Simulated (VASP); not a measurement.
A run of VASP 6.6.1 is set up as follows.

File INCAR:

```
  PREC = Accurate
  ENCUT = 600
  EDIFF = 1E-6
  ISMEAR = 0
  SIGMA = 0.1
  LREAL = F
  LASPH = T
  NELM = 60
  ALGO = Normal
  ISIF = 3
  LWAVE = F
  LCHARG = F
  GGA = PE
  IBRION = 2
  NSW = 90
  EDIFFG = -0.04
```

The input KPOINTS:

```
Automatic mesh
0
Gamma
  3 3 3
```

Contents of POSCAR:

```
MgCdTe3
1.0
    3.6925751800      2.1319092700      2.9357615200
   -3.6925751800      2.1319092700      2.9357615200
    0.0000000000     -4.2638185400      2.9357615200
Mg Cd Te
1 1 3
Direct
    0.5000000000      0.5000000000      0.5000000000
    0.0000000000      0.0000000000      0.0000000000
    0.0780339900      0.5000000000      0.9219660100
    0.9219660100      0.0780339900      0.5000000000
    0.5000000000      0.9219660100      0.0780339900
```

Potentials or basis: VASP PAW PBE potentials, release 64 (Mg, Cd, Te).

Launch:

```bash
$ cat potpaw_PBE.64/Mg/POTCAR potpaw_PBE.64/Cd/POTCAR potpaw_PBE.64/Te/POTCAR > POTCAR
$ mpirun -np 1 vasp_std > vasp.out
```

Predict the relaxed cell.

a = 5.620 Å, b = 5.620 Å, c = 5.620 Å, α = 90.17°, β = 90.17°, γ = 90.17°.

What does it give for the relaxed volume?

35.50 Å³/atom.

What does it give for the space group after relaxing (to 0.1 Å)?

R32 (No. 155).

Predict the band gap on the k mesh.

0.13 eV (least direct gap 1.27 eV).

Final structure:
```yaml
crystal:
  lattice:
    - [3.97995, 2.29782, 3.23491]
    - [-3.97995, 2.29782, 3.23491]
    - [0.00000, -4.59565, 3.23491]
  atoms:
    - { symbol: Mg, position: [0.50000, 0.50000, 0.50000] }
    - { symbol: Cd, position: [0.00000, 0.00000, 0.00000] }
    - { symbol: Te, position: [0.15485, 0.50000, 0.84515] }
    - { symbol: Te, position: [0.84515, 0.15485, 0.50000] }
    - { symbol: Te, position: [0.50000, 0.84515, 0.15485] }
```

Caveat: the volume moved by over 15 % at a fixed basis, so the end points are rough; spin-orbit coupling is left out, which moves the levels of the heavy elements. A k mesh can miss the band edges.
